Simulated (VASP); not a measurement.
CoO, 4 atoms in the cell. The typed cell holds 4 atoms: a = 3.260 Å, b = 3.260 Å, c = 5.331 Å, α = 90.00°, β = 90.00°, γ = 120.00°. 

* Program: VASP 6.6.1
* Task: single point
* Functional: LDA
* Potentials or basis: VASP PAW LDA potentials, release 64 (Co, O)
* Cutoff: 520 eV
* k mesh: 10 × 10 × 5
* Occupations: fermi-dirac, width 0.05 eV
* Spin: collinear spin, ferromagnetic start
* Starting moments: [2.0, 2.0, 0.0, 0.0] μB
* Dipole correction: no
* Further INCAR settings: ALGO = Normal; EDIFF = 1e-07; NBANDS = 27

Potentials or basis: VASP PAW LDA potentials, release 64 (Co, O).

Run with:

```console
$ cat potpaw_LDA.64/Co/POTCAR potpaw_LDA.64/O/POTCAR > POTCAR
$ mpirun -np 1 vasp_std > vasp.out
```

Hardware: 1 thread of Intel Xeon 8259CL, with other jobs on the host.

**Question.** Estimate the wall time of this run.

**Answer.** Run time: 4.4 min on 1 thread of Intel Xeon 8259CL (shared host), peak memory 0.2 GiB. Counts: scf iterations 18, k points 58.
